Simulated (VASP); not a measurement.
# Co (P6_3/mmc) in VASP: a series of runs

Runs on Co. Level: LDA. Tasks: single point.

All numbers are computed with VASP 6.6.1; they aren't measurements. Logs are shortened: lines on timing, memory, paths and dates and some standing lists are left out, and cuts for length are marked.

## Step 1: The cell of the first run

It takes space group P6_3/mmc (No. 194, hexagonal). Conventional cell: a = 2.505 Å, b = 2.505 Å, c = 4.089 Å, α = 90.00°, β = 90.00°, γ = 120.00°. Co (site symmetry -6m2) has 12 Co at 2.50 to 2.51 Å within 3.3 Å.

## Step 2: Single point, LDA, collinear spin, ferromagnetic start

INCAR reads:

```
SYSTEM = Co
PREC = Accurate
ENCUT = 520
EDIFF = 1E-7
ISMEAR = 0
SIGMA = 0.1
LREAL = .False.
LASPH = .True.
NELM = 150
ALGO = Normal
ISIF = 2
LWAVE = .False.
LCHARG = .False.
ISPIN = 2
MAGMOM = 3 3
LORBIT = 11
LMAXMIX = 4
NBANDS = 20
```

KPOINTS reads:

```
Automatic mesh
0
Gamma
  11 11 6
  0 0 0
```

POSCAR reads:

```
Co
1.0
    2.5053999800      0.0000000000      0.0000000000
   -1.2526999900      2.1697400300      0.0000000000
    0.0000000000      0.0000000000      4.0893000000
Co
2
Direct
    0.3333333300      0.6666666700      0.2500000000
    0.6666666700      0.3333333300      0.7500000000
```

Potentials or basis: VASP PAW LDA potentials, release 64 (Co).

Run with:

```
$ cat potpaw_LDA.64/Co/POTCAR > POTCAR
$ mpirun -np 1 vasp_std > vasp.out
```

OUTCAR:

```text
SYSTEM = Co
   PREC = Accurate
   ENCUT = 520
   EDIFF = 1E-7
   ISMEAR = 0
   LREAL = .False.
   LASPH = .True.
   NELM = 150
   ISIF = 2
   ISPIN = 2
   LORBIT = 11

 ion  position               nearest neighbor table
   1  0.333  0.667  0.250-   2 2.50   2 2.50   2 2.50   2 2.50   2 2.50   2 2.50
   2  0.667  0.333  0.750-   1 2.50   1 2.50   1 2.50   1 2.50   1 2.50   1 2.50

  LATTYP: Found a hexagonal cell.
 ALAT       =     2.5053999800
 C/A-ratio  =     1.6321944730

  Lattice vectors:

 A1 = (   2.5053999800,   0.0000000000,   0.0000000000)
 A2 = (  -1.2526999900,   2.1697400300,   0.0000000000)
 A3 = (   0.0000000000,   0.0000000000,   4.0893000000)

Analysis of symmetry for initial positions (statically):
=====================================================================
 Subroutine PRICEL returns:
 Original cell was already a primitive cell.

 Routine SETGRP: Setting up the symmetry group for a
 hexagonal supercell.

 Subroutine GETGRP returns: Found 24 space group operations
 (whereof 12 operations were pure point group operations)
 out of a pool of 24 trial point group operations.

The static configuration has the point symmetry D_3d.
 The point group associated with its full space group is D_6h.

Analysis of symmetry for dynamics (positions and initial velocities):
=====================================================================
 Subroutine PRICEL returns:
 Original cell was already a primitive cell.

 Routine SETGRP: Setting up the symmetry group for a
 hexagonal supercell.

 Subroutine GETGRP returns: Found 24 space group operations
 (whereof 12 operations were pure point group operations)
 out of a pool of 24 trial point group operations.

The dynamic configuration has the point symmetry D_3d.
 The point group associated with its full space group is D_6h.

Analysis of structural, dynamic, and magnetic symmetry:
=====================================================================
 Subroutine PRICEL returns:
 Original cell was already a primitive cell.

 Routine SETGRP: Setting up the symmetry group for a
 hexagonal supercell.

 Subroutine GETGRP returns: Found 24 space group operations
 (whereof 12 operations were pure point group operations)
 out of a pool of 24 trial point group operations.

The overall configuration has the point symmetry D_3d.
 The point group associated with its full space group is D_6h.

 Subroutine INISYM returns: Found 24 space group operations
 (whereof 12 operations are pure point group operations),
 and found     1 'primitive' translations

----------------------------------------------------------------------------------------

                                     Primitive cell

  volume of cell :      22.2297

  direct lattice vectors                    reciprocal lattice vectors
     2.505399980  0.000000000  0.000000000     0.399137865  0.230442354  0.000000000
    -1.252699990  2.169740030  0.000000000     0.000000000  0.460884708  0.000000000
     0.000000000  0.000000000  4.089300000     0.000000000  0.000000000  0.244540630

  length of vectors
     2.505399980  2.505399981  4.089300000     0.460884708  0.460884708  0.244540630

  position of ions in fractional coordinates (direct lattice)
     0.333333330  0.666666670  0.250000000
     0.666666670  0.333333330  0.750000000

  ion indices of the primitive-cell ions
   primitive index   ion index
                 1           1
                 2           2

----------------------------------------------------------------------------------------

 KPOINTS: Automatic mesh

Automatic generation of k-mesh.
 Grid dimensions read from file:
 generate k-points for:   11   11    6

 Generating k-lattice:

  Cartesian coordinates                     Fractional coordinates (reciprocal lattice)
     0.036285260  0.020949305  0.000000000     0.090909091  0.000000000  0.000000000
     0.000000000  0.041898610  0.000000000     0.000000000  0.090909091  0.000000000
     0.000000000  0.000000000  0.040756772     0.000000000  0.000000000  0.166666667

  Length of vectors
     0.041898610  0.041898610  0.040756772

  Shift w.r.t. Gamma in fractional coordinates (k-lattice)
     0.000000000  0.000000000  0.000000000

 Subroutine IBZKPT returns following result:
 ===========================================

 Found     64 irreducible k-points:

 Following reciprocal coordinates:
            Coordinates               Weight
  0.000000  0.000000  0.000000      1.000000
  0.090909 -0.000000  0.000000      6.000000
  0.181818 -0.000000  0.000000      6.000000
  0.272727  0.000000  0.000000      6.000000
  0.363636 -0.000000  0.000000      6.000000
  0.454545 -0.000000  0.000000      6.000000
[... 16 lines left out ...]
  0.090909  0.090909  0.166667     12.000000
  0.181818  0.090909  0.166667     24.000000
 [... further k-points ...]
   k-points           NKPTS =     64   k-points in BZ     NKDIM =     64   number of bands    NBANDS=     20
   number of dos      NEDOS =    301   number of ions     NIONS =      2
   total plane-waves  NPLWV =  12000
   dimension x,y,z NGX =    20 NGY =   20 NGZ =   30
   dimension x,y,z NGXF=    40 NGYF=   40 NGZF=   60
   ions per type =               2
   NGX,Y,Z   is equivalent  to a cutoff of  13.27, 13.27, 12.20 a.u.
   NGXF,Y,Z  is equivalent  to a cutoff of  26.54, 26.54, 24.39 a.u.
 SYSTEM =  Co
   PREC   = accura    normal or accurate (medium, high low for compatibility)
   ISTART =      0    job   : 0-new  1-cont  2-samecut
   ICHARG =      2    charge: 1-file 2-atom 10-const
   ISPIN  =      2    spin polarized calculation?
   LNONCOLLINEAR =      F non collinear calculations
   LSORBIT =      F    spin-orbit coupling
   LASPH  =      T    aspherical Exc in radial PAW
   ENCUT  =  520.0 eV  38.22 Ry    6.18 a.u.   4.66  4.66  7.60*2*pi/ulx,y,z
   NELM   =    150;   NELMIN=  2; NELMDL= -5     # of ELM steps
   EDIFF  = 0.1E-06   stopping-criterion for ELM
   LREAL  =      F    real-space projection
   EDIFFG = 0.1E-05   stopping-criterion for IOM
   NSW    =      0    number of steps for IOM
   IBRION =     -1    ionic relax: 0-MD 1-quasi-New 2-CG
   NFREE  =      0    steps in history (QN), initial steepest desc. (CG)
   ISIF   =      2    stress and relaxation
   ISYM   =      2    0-nonsym 1-usesym 2-fastsym
   POTIM  = 0.5000    time-step for ionic-motion
   TEBEG  =    0.0;   TEEND  =   0.0 temperature during run
   PSTRESS=    0.0 pullay stress
   NELECT =      18.0000    total number of electrons
   NUPDOWN=      -1.0000    fix difference up-down
   EMIN   =  10.00;   EMAX   =-10.00  energy-range for DOS
   EFERMI =   0.00;   METHOD = LEGACY
   ISMEAR =     0;   SIGMA  =   0.10  broadening in eV -4-tet -1-fermi 0-gaus
   EFERMI_NEDOS =   21; number of points for ismear=-14 and -15
   IALGO  =     38    algorithm
   IMIX   =      4    mixing-type and parameters
     AMIX     =   0.40;   BMIX     =  1.00
     AMIX_MAG =   1.60;   BMIX_MAG =  1.00
  volume/ion in A,a.u.               =      11.11        75.01
  Fermi-wavevector in a.u.,A,eV,Ry     =   1.525882  2.883500 31.678680  2.328317
  Thomas-Fermi vector in A             =   2.633992
   LORBIT       =     11    0 simple, 1 ext, 2 COOP (PROOUT), +10 PAW based schemes
   GGA     = CA    functional components
   LHFCALC =     F    Hartree Fock is set to
   AEXX    =    0.0000 exact exchange contribution
   IVDW    =     0    specifies the selected vdW correction
   LEPSILON=     F    determine dielectric tensor
   LRPA    =     F    only Hartree local field effects (RPA)
 spin polarized calculation
 Gauss-broadening in eV      SIGMA  =   0.10
  energy-cutoff  :      520.00
  volume of cell :       22.23
 maximum number of plane-waves:       615
 NGX is ok and might be reduce to    20
   NGX =  9   NGY =  9   NGZ = 15

 number of electron      18.0000005 magnetization       3.0966769

 Free energy of the ion-electron system (eV)
  ---------------------------------------------------
  ext. energy  EPLUGINS =         0.00000000
  ---------------------------------------------------
  free energy    TOTEN  =       -16.08148006 eV

  energy without entropy =      -16.07416932  energy(sigma->0) =      -16.07782469

 E-fermi :   9.5477     XC(G=0): -13.5962

 val. band max:        9.5408886086   @ k =   0.0000   0.0000   0.1667
 cond. band min:       9.5477808068   @ k =   0.1818   0.1818   0.1667
 fundamental gap:      0.0068921982
 Fermi energy:         9.5476698306

 spin component 1

 k-point     1 :       0.0000    0.0000    0.0000
  band No.  band energies     occupation
      1       0.8049      1.00000
      2       4.6202      1.00000
      3       7.0967      1.00000
      4       7.1752      1.00000
      5       7.1752      1.00000
      6       7.4698      1.00000
[... 12 lines left out ...]
     19      35.2094      0.00000
     20      35.2094      0.00000
[... 507 lines left out ...]
 k-point    24 :       0.1818    0.0909    0.1667
  band No.  band energies     occupation
      1       2.8952      1.00000
      2       5.5292      1.00000
      3       6.1601      1.00000
      4       6.4614      1.00000
      5       7.0495      1.00000
      6       7.3307      1.00000
[... 12 lines left out ...]
     19      34.3099      0.00000
     20      35.7368      0.00000

 [... further k-points ...]

 spin component 2

 k-point     1 :       0.0000    0.0000    0.0000
  band No.  band energies     occupation
      1       0.9664      1.00000
      2       5.5054      1.00000
      3       8.5192      1.00000
      4       8.5985      1.00000
      5       8.5985      1.00000
      6       8.9352      1.00000
[... 12 lines left out ...]
     19      35.6132      0.00000
     20      35.6132      0.00000
[... 507 lines left out ...]
 k-point    24 :       0.1818    0.0909    0.1667
  band No.  band energies     occupation
      1       3.0945      1.00000
      2       6.4475      1.00000
      3       7.2044      1.00000
      4       7.7246      1.00000
      5       8.4416      1.00000
      6       8.7070      1.00000
[... 12 lines left out ...]
     19      34.6793      0.00000
     20      36.0204      0.00000

 [... further k-points ...]
[... 5 lines left out ...]
  --------------------------------------------------------------------------------------
  -------------------------------------------------------------------------------------
  Total       -3.0670714     -3.0670714     -3.5096978     -0.0000000      0.0000000      0.0000000
  in kB     -221.0551972   -221.0551974   -252.9569161     -0.0000000      0.0000000      0.0000000
  external PRESSURE =    -231.6891036 kB  Pullay stress =       0.0000000 kB

 VOLUME and BASIS-vectors are now :
 -----------------------------------------------------------------------------
  energy-cutoff  :      520.00
  volume of cell :       22.23
      direct lattice vectors                 reciprocal lattice vectors
     2.505399980  0.000000000  0.000000000     0.399137865  0.230442354  0.000000000
    -1.252699990  2.169740030  0.000000000     0.000000000  0.460884708  0.000000000
     0.000000000  0.000000000  4.089300000     0.000000000  0.000000000  0.244540630

 POSITION                                       TOTAL-FORCE (eV/Angst)
 -----------------------------------------------------------------------------------
     -0.00000      1.44649      1.02232        -0.000000      0.000000      0.000000
      1.25270      0.72325      3.06697         0.000000     -0.000000      0.000000
 -----------------------------------------------------------------------------------
    total drift:                               -0.000000      0.000000     -0.000000

  FREE ENERGIE OF THE ION-ELECTRON SYSTEM (eV)
  ---------------------------------------------------
  free  energy   TOTEN  =       -16.0814800604 eV

  energy  without entropy=      -16.0741693170  energy(sigma->0) =      -16.07782469

 total charge

# of ion       s       p       d       tot
------------------------------------------
    1        0.478   0.493   7.266   8.238
    2        0.478   0.493   7.266   8.238
--------------------------------------------------
tot          0.955   0.987  14.533  16.475

 magnetization (x)

# of ion       s       p       d       tot
------------------------------------------
    1       -0.014  -0.041   1.613   1.558
    2       -0.014  -0.041   1.613   1.558
--------------------------------------------------
tot         -0.028  -0.083   3.226   3.115
```

It took 25 s on 1 thread of Intel Xeon 6975P-C (Granite Rapids), shared host; peak memory 0.15 GiB.

Results:

```
Free energy                                           : -16.0815 eV
Pressure                                              : -23.2 GPa
Net moment                                            : 3.10 μB per cell
Site moments                                          : Co +1.56 μB
Valence electrons inside the program's atomic spheres : Co 8.24
```

Levels at points of the mesh, in eV from the Fermi level:
Spin up:
| k point | band 8 | band 9 | band 10 | band 11 | band 12 | band 13 | band 14 | band 15 |
| --- | --- | --- | --- | --- | --- | --- | --- | --- |
| (0.00, 0.00, 0.00) | -1.69 | -1.69 | -0.65 | -0.65 | -0.13 | 6.11 | 21.92 | 24.23 |
| (0.00, 0.00, 0.50) | -2.43 | -0.95 | -0.95 | -0.95 | -0.95 | 14.55 | 14.55 | 22.60 |
Spin down:
| k point | band 3 | band 4 | band 5 | band 6 | band 7 | band 8 | band 9 | band 10 | band 11 | band 12 |
| --- | --- | --- | --- | --- | --- | --- | --- | --- | --- | --- |
| (0.00, 0.00, 0.00) | -1.03 | -0.95 | -0.95 | -0.61 | -0.61 | -0.17 | -0.17 | 0.00 | 0.97 | 0.97 |
| (0.00, 0.00, 0.50) | -1.51 | -1.51 | -1.00 | -1.00 | -1.00 | -1.00 | 0.64 | 0.64 | 0.64 | 0.64 |

Caveat: the cell stands under tension.

## Step 3: Single point, LDA, collinear spin, antiferromagnetic start

INCAR reads:

```
ALGO = Normal
EDIFF = 1E-7
ENCUT = 520
GGA = CA
ISIF = 2
ISMEAR = 0
ISPIN = 2
LASPH = True
LCHARG = False
LMAXMIX = 4
LORBIT = 11
LREAL = False
LWAVE = False
MAGMOM = 3 -3
NBANDS = 20
NELM = 150
PREC = Accurate
SIGMA = 0.1
```

KPOINTS reads:

```
k-points
0
Gamma
  11 11 6
```

POSCAR is that of step 2.

Potentials or basis: VASP PAW LDA potentials, release 64 (Co).

Run with:

```
$ cat potpaw_LDA.64/Co/POTCAR > POTCAR
$ mpirun -np 1 vasp_std > vasp.out
```

OUTCAR:

```text
EDIFF = 1E-7
   ENCUT = 520
   GGA = CA
   ISIF = 2
   ISMEAR = 0
   ISPIN = 2
   LASPH = True
   LORBIT = 11
   LREAL = False
   NELM = 150
   PREC = Accurate

 ion  position               nearest neighbor table
   1  0.333  0.667  0.250-   2 2.50   2 2.50   2 2.50   2 2.50   2 2.50   2 2.50
   2  0.667  0.333  0.750-   1 2.50   1 2.50   1 2.50   1 2.50   1 2.50   1 2.50

  LATTYP: Found a hexagonal cell.
 ALAT       =     2.5053999800
 C/A-ratio  =     1.6321944730

  Lattice vectors:

 A1 = (   2.5053999800,   0.0000000000,   0.0000000000)
 A2 = (  -1.2526999900,   2.1697400300,   0.0000000000)
 A3 = (   0.0000000000,   0.0000000000,   4.0893000000)

Analysis of symmetry for initial positions (statically):
=====================================================================
 Subroutine PRICEL returns:
 Original cell was already a primitive cell.

 Routine SETGRP: Setting up the symmetry group for a
 hexagonal supercell.

 Subroutine GETGRP returns: Found 24 space group operations
 (whereof 12 operations were pure point group operations)
 out of a pool of 24 trial point group operations.
[... 749 lines left out ...]
  band No.  band energies     occupation
      1       0.8764      1.00000
      2       5.0128      1.00000
      3       7.7124      1.00000
      4       7.7508      1.00000
      5       7.7508      1.00000
      6       8.1691      1.00000
[... 541 lines left out ...]
     19      34.4684      0.00000
     20      35.8619      0.00000

 [... further k-points ...]
[... 5 lines left out ...]
  --------------------------------------------------------------------------------------
  -------------------------------------------------------------------------------------
  Total       -4.3193864     -4.3193864     -4.6653487     -0.0000000      0.0000000      0.0000000
  in kB     -311.3141723   -311.3141725   -336.2489603     -0.0000000      0.0000000      0.0000000
  external PRESSURE =    -319.6257684 kB  Pullay stress =       0.0000000 kB

 VOLUME and BASIS-vectors are now :
 -----------------------------------------------------------------------------
  energy-cutoff  :      520.00
  volume of cell :       22.23
      direct lattice vectors                 reciprocal lattice vectors
     2.505399980  0.000000000  0.000000000     0.399137865  0.230442354  0.000000000
    -1.252699990  2.169740030  0.000000000     0.000000000  0.460884708  0.000000000
     0.000000000  0.000000000  4.089300000     0.000000000  0.000000000  0.244540630

 POSITION                                       TOTAL-FORCE (eV/Angst)
 -----------------------------------------------------------------------------------
     -0.00000      1.44649      1.02232         0.000000     -0.000000      0.000000
      1.25270      0.72325      3.06697        -0.000000      0.000000      0.000000
 -----------------------------------------------------------------------------------
    total drift:                               -0.000000      0.000000     -0.000000

  FREE ENERGIE OF THE ION-ELECTRON SYSTEM (eV)
  ---------------------------------------------------
  free  energy   TOTEN  =       -15.7283094486 eV

  energy  without entropy=      -15.6940966605  energy(sigma->0) =      -15.71120305

 total charge

# of ion       s       p       d       tot
------------------------------------------
    1        0.472   0.489   7.274   8.235
    2        0.472   0.489   7.274   8.235
--------------------------------------------------
tot          0.944   0.978  14.548  16.470

 magnetization (x)

# of ion       s       p       d       tot
------------------------------------------
    1       -0.000   0.002   0.288   0.290
    2        0.000  -0.002  -0.288  -0.290
--------------------------------------------------
tot          0.000   0.000   0.000   0.000
```

Wall time 56 s (1 thread of Intel Xeon 6975P-C (Granite Rapids), shared host); peak memory 0.16 GiB.

Results:

| Quantity | Value |
| --- | --- |
| Free energy | -15.7283 eV |
| Pressure | -32.0 GPa |
| Band gap on the k mesh | zero (filled and empty bands overlap) |
| Net moment | 0.00 μB per cell |
| Site moments | Co +0.29, -0.29 μB |
| Valence electrons inside the program's atomic spheres | Co 8.23 |

Stress tensor (GPa, compression positive):
```
-31.13   0.00   0.00
  0.00 -31.13   0.00
  0.00   0.00 -33.62
```

Levels at points of the mesh, in eV from the Fermi level:
Spin up:
| k point | band 5 | band 6 | band 7 | band 8 | band 9 | band 10 | band 11 | band 12 | band 13 | band 14 |
| --- | --- | --- | --- | --- | --- | --- | --- | --- | --- | --- |
| (0.00, 0.00, 0.00) | -1.76 | -1.35 | -1.35 | -1.01 | -1.01 | -0.05 | 0.10 | 0.10 | 6.54 | 21.96 |
| (0.00, 0.00, 0.50) | -1.87 | -1.87 | -1.68 | -1.68 | -0.31 | -0.31 | -0.13 | -0.13 | 14.77 | 14.82 |
Spin down:
| k point | band 6 | band 7 | band 8 | band 9 | band 10 | band 11 | band 12 | band 13 |
| --- | --- | --- | --- | --- | --- | --- | --- | --- |
| (0.00, 0.00, 0.00) | -1.35 | -1.35 | -1.01 | -1.01 | -0.05 | 0.10 | 0.10 | 6.54 |
| (0.00, 0.00, 0.50) | -1.87 | -1.68 | -1.68 | -0.31 | -0.31 | -0.13 | -0.13 | 14.77 |

Caveat: the cell stands under tension.
